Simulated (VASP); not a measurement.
# Au (P6_3/mmc) in VASP: a series of runs

Runs on Au. Level: r2SCAN. Tasks: single point.

Program: VASP 6.6.1. These are calculated values, not measurements. Logs are shortened: lines on timing, memory, paths and dates and some standing lists are left out, and cuts for length are marked.

**1. The cell of the first run**

The structure is hexagonal, space group P6_3/mmc (No. 194). The conventional cell has a = 4.588 Å, b = 4.588 Å, c = 5.131 Å, α = 90.00°, β = 90.00°, γ = 120.00°. Within 3.4 Å of Au (site symmetry -6m2) lie 5 Au at 2.57 to 2.65 Å. Within 3.5 Å of Au (site symmetry -6m2) lie 3 Au at 2.65 Å.

**2. Single point, r2SCAN**

The input, POSCAR:

```
Au
1.0
    4.5881061905      0.0000000000      0.0000000000
   -2.2940530952      3.9734165162      0.0000000000
    0.0000000000      0.0000000000      5.1305760991
Au
4
Direct
    0.0000000000      0.0000000000      0.2500000000
    0.0000000000      0.0000000000      0.7500000000
    0.3333333333      0.6666666667      0.7500000000
    0.6666666667      0.3333333333      0.2500000000
```

The input, INCAR.step1:

```
PREC     = Accurate       # precision mode
ENCUT    = 520            # plane-wave cutoff, eV
ISMEAR   = 0              # smearing method
SIGMA    = 0.1            # smearing width, eV
LREAL    = False          # projectors in reciprocal space
LASPH    = True           # aspherical terms in the spheres
NELM     = 60             # most SCF steps
NBANDS   = 30             # bands
GGA      = PE             # functional
ALGO     = Normal         # electronic algorithm
EDIFF    = 1E-4           # SCF threshold, eV
LWAVE    = True           # write WAVECAR
LCHARG   = False          # write CHGCAR
```

The input, INCAR.step2:

```
PREC     = Accurate       # precision mode
ENCUT    = 520            # plane-wave cutoff, eV
EDIFF    = 1E-7           # SCF threshold, eV
ISMEAR   = 0              # smearing method
SIGMA    = 0.1            # smearing width, eV
LREAL    = False          # projectors in reciprocal space
LASPH    = True           # aspherical terms in the spheres
NELM     = 60             # most SCF steps
ALGO     = Normal         # electronic algorithm
ISIF     = 2              # what is computed and relaxed
LWAVE    = False          # write WAVECAR
LCHARG   = True           # write CHGCAR
METAGGA  = R2SCAN         # meta-GGA
LMIXTAU  = True         
LELF     = True           # ELF
LVHAR    = True         
NBANDS   = 30             # bands
ISTART   = 1
```

The input, KPOINTS:

```
Automatic mesh
0
Gamma
  6 6 2
```

Potentials or basis: VASP PAW PBE potentials, release 64 (Au).

On the command line:

```sh
> cat potpaw_PBE.64/Au/POTCAR > POTCAR
> cp INCAR.step1 INCAR
> mpirun -np 1 vasp_std > vasp.out
> cp INCAR.step2 INCAR
> mpirun -np 1 vasp_std > vasp.out
```

OUTCAR:

```text
PREC = Accurate
   ENCUT = 520
   EDIFF = 1E-7
   ISMEAR = 0
   LREAL = False
   LASPH = True
   NELM = 60
   ISIF = 2
   METAGGA = R2SCAN
   ISTART = 1

 ion  position               nearest neighbor table
   1  0.000  0.000  0.250-   2 2.57   2 2.57   4 2.65   4 2.65   4 2.65
   2  0.000  0.000  0.750-   1 2.57   1 2.57   3 2.65   3 2.65   3 2.65
   3  0.333  0.667  0.750-   2 2.65   2 2.65   2 2.65
   4  0.667  0.333  0.250-   1 2.65   1 2.65   1 2.65

  LATTYP: Found a hexagonal cell.
 ALAT       =     4.5881061905
 C/A-ratio  =     1.1182339480

  Lattice vectors:

 A1 = (   4.5881061905,   0.0000000000,   0.0000000000)
 A2 = (  -2.2940530952,   3.9734165162,   0.0000000000)
 A3 = (   0.0000000000,   0.0000000000,   5.1305760991)

Analysis of symmetry for initial positions (statically):
=====================================================================
 Subroutine PRICEL returns:
 Original cell was already a primitive cell.

 Routine SETGRP: Setting up the symmetry group for a
 hexagonal supercell.

 Subroutine GETGRP returns: Found 24 space group operations
 (whereof 12 operations were pure point group operations)
 out of a pool of 24 trial point group operations.

The static configuration has the point symmetry D_3d.
 The point group associated with its full space group is D_6h.

Analysis of symmetry for dynamics (positions and initial velocities):
=====================================================================
 Subroutine PRICEL returns:
 Original cell was already a primitive cell.

 Routine SETGRP: Setting up the symmetry group for a
 hexagonal supercell.

 Subroutine GETGRP returns: Found 24 space group operations
 (whereof 12 operations were pure point group operations)
 out of a pool of 24 trial point group operations.

The dynamic configuration has the point symmetry D_3d.
 The point group associated with its full space group is D_6h.

 Subroutine INISYM returns: Found 24 space group operations
 (whereof 12 operations are pure point group operations),
 and found     1 'primitive' translations

----------------------------------------------------------------------------------------

                                     Primitive cell

  volume of cell :      93.5327

  direct lattice vectors                    reciprocal lattice vectors
     4.588106190  0.000000000  0.000000000     0.217954851  0.125836292  0.000000000
    -2.294053095  3.973416516  0.000000000     0.000000000  0.251672584  0.000000000
     0.000000000  0.000000000  5.130576099     0.000000000  0.000000000  0.194909885

  length of vectors
     4.588106190  4.588106190  5.130576099     0.251672584  0.251672584  0.194909885

  position of ions in fractional coordinates (direct lattice)
     0.000000000  0.000000000  0.250000000
     0.000000000  0.000000000  0.750000000
     0.333333333  0.666666667  0.750000000
     0.666666667  0.333333333  0.250000000

  ion indices of the primitive-cell ions
   primitive index   ion index
                 1           1
                 2           2
                 3           3
                 4           4

----------------------------------------------------------------------------------------

 KPOINTS: Automatic mesh

Automatic generation of k-mesh.
 Grid dimensions read from file:
 generate k-points for:    6    6    2

 Generating k-lattice:

  Cartesian coordinates                     Fractional coordinates (reciprocal lattice)
     0.036325808  0.020972715  0.000000000     0.166666667  0.000000000  0.000000000
     0.000000000  0.041945431  0.000000000     0.000000000  0.166666667  0.000000000
     0.000000000  0.000000000  0.097454943     0.000000000  0.000000000  0.500000000

  Length of vectors
     0.041945431  0.041945431  0.097454943

  Shift w.r.t. Gamma in fractional coordinates (k-lattice)
     0.000000000  0.000000000  0.000000000

 Subroutine IBZKPT returns following result:
 ===========================================

 Found     14 irreducible k-points:

 Following reciprocal coordinates:
            Coordinates               Weight
  0.000000  0.000000  0.000000      1.000000
  0.166667  0.000000  0.000000      6.000000
  0.333333  0.000000  0.000000      6.000000
  0.500000 -0.000000  0.000000      3.000000
  0.166667  0.166667  0.000000      6.000000
  0.333333  0.166667  0.000000     12.000000
  0.333333  0.333333  0.000000      2.000000
  0.000000  0.000000  0.500000      1.000000
  0.166667  0.000000  0.500000      6.000000
  0.333333  0.000000  0.500000      6.000000
  0.500000 -0.000000  0.500000      3.000000
  0.166667  0.166667  0.500000      6.000000
  0.333333  0.166667  0.500000     12.000000
  0.333333  0.333333  0.500000      2.000000
   k-points           NKPTS =     14   k-points in BZ     NKDIM =     14   number of bands    NBANDS=     30
   number of dos      NEDOS =    301   number of ions     NIONS =      4
   total plane-waves  NPLWV =  51840
   dimension x,y,z NGX =    36 NGY =   36 NGZ =   40
   dimension x,y,z NGXF=    72 NGYF=   72 NGZF=   80
   ions per type =               4
   NGX,Y,Z   is equivalent  to a cutoff of  13.04, 13.04, 12.96 a.u.
   NGXF,Y,Z  is equivalent  to a cutoff of  26.09, 26.09, 25.92 a.u.
 SYSTEM =  unknown system
   PREC   = accura    normal or accurate (medium, high low for compatibility)
   ISTART =      1    job   : 0-new  1-cont  2-samecut
   ICHARG =      0    charge: 1-file 2-atom 10-const
   ISPIN  =      1    spin polarized calculation?
   LNONCOLLINEAR =      F non collinear calculations
   LSORBIT =      F    spin-orbit coupling
   LASPH  =      T    aspherical Exc in radial PAW
   ENCUT  =  520.0 eV  38.22 Ry    6.18 a.u.   8.53  8.53  9.54*2*pi/ulx,y,z
   NELM   =     60;   NELMIN=  2; NELMDL=  0     # of ELM steps
   EDIFF  = 0.1E-06   stopping-criterion for ELM
   LREAL  =      F    real-space projection
   EDIFFG = 0.1E-05   stopping-criterion for IOM
   NSW    =      0    number of steps for IOM
   IBRION =     -1    ionic relax: 0-MD 1-quasi-New 2-CG
   NFREE  =      0    steps in history (QN), initial steepest desc. (CG)
   ISIF   =      2    stress and relaxation
   ISYM   =      2    0-nonsym 1-usesym 2-fastsym
   POTIM  = 0.5000    time-step for ionic-motion
   TEBEG  =    0.0;   TEEND  =   0.0 temperature during run
   PSTRESS=    0.0 pullay stress
   NELECT =      44.0000    total number of electrons
   NUPDOWN=      -1.0000    fix difference up-down
   EMIN   =  10.00;   EMAX   =-10.00  energy-range for DOS
   EFERMI =   0.00;   METHOD = LEGACY
   ISMEAR =     0;   SIGMA  =   0.10  broadening in eV -4-tet -1-fermi 0-gaus
   EFERMI_NEDOS =   21; number of points for ismear=-14 and -15
   IALGO  =     38    algorithm
   IMIX   =      4    mixing-type and parameters
     AMIX     =   0.40;   BMIX     =  1.00
     AMIX_MAG =   1.60;   BMIX_MAG =  1.00
  volume/ion in A,a.u.               =      23.38       157.80
  Fermi-wavevector in a.u.,A,eV,Ry     =   1.273223  2.406043 22.056363  1.621097
  Thomas-Fermi vector in A             =   2.406058
   LORBIT       =      0    0 simple, 1 ext, 2 COOP (PROOUT), +10 PAW based schemes
   METAGGA = R2SCAN    functional components
   LHFCALC =     F    Hartree Fock is set to
   AEXX    =    0.0000 exact exchange contribution
   IVDW    =     0    specifies the selected vdW correction
   LEPSILON=     F    determine dielectric tensor
   LRPA    =     F    only Hartree local field effects (RPA)
 non-spin polarized calculation
 Gauss-broadening in eV      SIGMA  =   0.10
  energy-cutoff  :      520.00
  volume of cell :       93.53
 maximum number of plane-waves:      2581
 NGX is ok and might be reduce to    36
   NGX = 17   NGY = 17   NGZ = 19

 number of electron      43.9999991 magnetization

 Free energy of the ion-electron system (eV)
  ---------------------------------------------------
  ext. energy  EPLUGINS =         0.00000000
  ---------------------------------------------------
  free energy    TOTEN  =      -200.37861633 eV

  energy without entropy =     -200.36260919  energy(sigma->0) =     -200.37061276

 E-fermi :   5.1360     XC(G=0): -11.3221

 val. band max:        4.7231452057   @ k =   0.3333   0.3333   0.5000
 cond. band min:       5.1560230657   @ k =   0.3333   0.0000   0.0000
 fundamental gap:      0.4328778600
 Fermi energy:         5.1359663426

 k-point     1 :       0.0000    0.0000    0.0000
  band No.  band energies     occupation
      1      -2.7897      2.00000
      2      -1.5708      2.00000
      3      -0.5589      2.00000
      4      -0.5589      2.00000
      5      -0.4320      2.00000
      6       0.5317      2.00000
[... 22 lines left out ...]
     29      12.6233      0.00000
     30      14.6275      0.00000

 k-point     2 :       0.1667    0.0000    0.0000
  band No.  band energies     occupation
      1      -2.6113      2.00000
      2      -1.4454      2.00000
      3      -0.6344      2.00000
      4      -0.5864      2.00000
      5      -0.3364      2.00000
      6       0.2080      2.00000
[... 22 lines left out ...]
     29      13.8761      0.00000
     30      14.2484      0.00000

 k-point     3 :       0.3333    0.0000    0.0000
  band No.  band energies     occupation
      1      -2.3163      2.00000
      2      -0.9429      2.00000
      3      -0.7680      2.00000
      4      -0.6119      2.00000
      5      -0.4914      2.00000
      6      -0.0530      2.00000
[... 22 lines left out ...]
     29      12.8384      0.00000
     30      13.6808      0.00000

 k-point     4 :       0.5000   -0.0000    0.0000
  band No.  band energies     occupation
      1      -2.2138      2.00000
      2      -0.8281      2.00000
      3      -0.6551      2.00000
      4      -0.6100      2.00000
      5      -0.3805      2.00000
      6      -0.1495      2.00000
[... 286 lines left out ...]
     29      14.6870      0.00000
     30      14.6870      0.00000

 k-point    13 :       0.3333    0.1667    0.5000
  band No.  band energies     occupation
      1      -0.4516      2.00000
      2      -0.4516      2.00000
      3      -0.2731      2.00000
      4      -0.2731      2.00000
      5       0.0900      2.00000
      6       0.0900      2.00000
[... 22 lines left out ...]
     29      16.4002      0.00000
     30      16.4002      0.00000

 k-point    14 :       0.3333    0.3333    0.5000
  band No.  band energies     occupation
      1      -0.5038      2.00000
      2      -0.5038      2.00000
      3      -0.2954      2.00000
      4      -0.2954      2.00000
      5       0.0901      2.00000
      6       0.0901      2.00000
[... 22 lines left out ...]
     29      16.7295      0.00000
     30      16.7295      0.00000

------------------------ aborting loop because EDIFF is reached ----------------------------------------

  FORCE on cell =-STRESS in cart. coord.  units (eV):
  Direction    XX          YY          ZZ          XY          YZ          ZX
  --------------------------------------------------------------------------------------
  -------------------------------------------------------------------------------------
  Total        0.1529453      0.1529453     -0.0949521      0.0000000      0.0000000      0.0000000
  in kB        2.6198904      2.6198904     -1.6264895      0.0000000      0.0000000      0.0000000
  external PRESSURE =       1.2044305 kB  Pullay stress =       0.0000000 kB

 VOLUME and BASIS-vectors are now :
 -----------------------------------------------------------------------------
  energy-cutoff  :      520.00
  volume of cell :       93.53
      direct lattice vectors                 reciprocal lattice vectors
     4.588106190  0.000000000  0.000000000     0.217954851  0.125836292  0.000000000
    -2.294053095  3.973416516  0.000000000     0.000000000  0.251672584  0.000000000
     0.000000000  0.000000000  5.130576099     0.000000000  0.000000000  0.194909885

 POSITION                                       TOTAL-FORCE (eV/Angst)
 -----------------------------------------------------------------------------------
      0.00000      0.00000      1.28264        -0.000000     -0.000000     -0.000000
      0.00000      0.00000      3.84793         0.000000      0.000000     -0.000000
     -0.00000      2.64894      3.84793        -0.000000      0.000000     -0.000000
      2.29405      1.32447      1.28264         0.000000     -0.000000      0.000000
 -----------------------------------------------------------------------------------
    total drift:                               -0.000000      0.000000     -0.000000

  FREE ENERGIE OF THE ION-ELECTRON SYSTEM (eV)
  ---------------------------------------------------
  free  energy   TOTEN  =      -200.3786163251 eV

  energy  without entropy=     -200.3626091879  energy(sigma->0) =     -200.37061276
```

Wall time 67 s (1 thread of Intel Xeon 6975P-C (Granite Rapids), shared host); peak memory 0.23 GiB.

Results:

| Quantity | Value |
| --- | --- |
| Free energy | -200.3786 eV |
| Pressure | 0.1 GPa |
| Band gap on the k mesh | zero (band 22 reaches 6.32 eV, above the bottom of band 23 at 3.77 eV) |

Stress tensor (GPa, compression positive):
```
 0.26  0.00  0.00
 0.00  0.26  0.00
 0.00  0.00 -0.16
```

Caveat: the k points lie up to 0.61 Å⁻¹ apart; the PAW data sets were made with another functional, which shifts forces and pressure a little; spin-orbit coupling is left out, which moves the levels of the heavy elements.

(Part 1 of 2 ends here.)
